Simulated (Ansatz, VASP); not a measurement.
# S: VASP beside Ansatz

```
S
1.0
     5.16391   -0.04641   -0.71670
     0.08915    5.28889    0.37948
     0.90178    1.15131    5.23598
S
4
Direct
  0.28445 0.29997 0.41944
  0.78051 0.85523 0.50136
  0.03052 0.10515 0.24565
  0.51619 0.04911 0.67573
```

Alike in both runs: functional PBE; k mesh 4 × 4 × 4; occupations gaussian, width 0.1 eV; no spin polarisation.

Ansatz relaxed the structure, and its values are those at the end. VASP's run is a single point on that final structure, the one shown.

|  | VASP | Ansatz |
| --- | --- | --- |
| version | VASP 6.6.1 | Ansatz 0.2.0 |
| potentials or method | VASP PAW PBE potentials, release 64 (S), cutoff 500 eV | scalar-relativistic, plane waves, PAW |
| valence electrons in the cell | 24 | 24 |

```csv
,VASP,Ansatz,Ansatz less VASP
gap on the k mesh at the Fermi level (eV),1.70,1.66,-0.045
least direct gap on the mesh (eV),1.70,1.66,-0.045
pressure (GPa),-0.3,0.0,+0.35
rms of the force components (eV/Å),0.065,0.009,-0.0556
```
